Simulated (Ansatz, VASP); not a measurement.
**Two plane-wave programs on Si4W**

```
Si W
1.0
    -2.80782    2.80782    2.80782
     2.80782   -2.80782    2.80782
     2.80782    2.80782   -2.80782
Si W
4 1
Direct
  0.00000 0.00000 0.50000
  0.00000 0.50000 0.00000
  0.50000 0.00000 0.00000
  0.50000 0.50000 0.50000
  0.00000 0.00000 0.00000
```

Change from the starting cell: species swapped into the CrGa4 type (Im-3m, No. 229).

Alike in both runs: functional PBE; k mesh 4 × 4 × 4; occupations gaussian, width 0.2 eV; no spin polarisation.

Ansatz relaxed the structure, and its values are those at the end. VASP's run is a single point on that final structure, the one shown.

|  | VASP | Ansatz |
| --- | --- | --- |
| version | VASP 6.6.1 | Ansatz 0.2.0 |
| potentials or method | VASP PAW PBE potentials, release 64 (Si, W_sv), cutoff 500 eV | scalar-relativistic, plane waves, PAW |
| valence electrons in the cell | 30 | 30 |

```tsv
	VASP	Ansatz	Ansatz less VASP
gap on the k mesh at the Fermi level (eV)	none	none	-
pressure (GPa)	0.7	0.7	+0.01
```

A gap of «none» marks a metal or a gap that the smearing closes.

The k mesh is coarse, so the values compare programs but aren't converged. Neither program's run includes spin-orbit coupling.
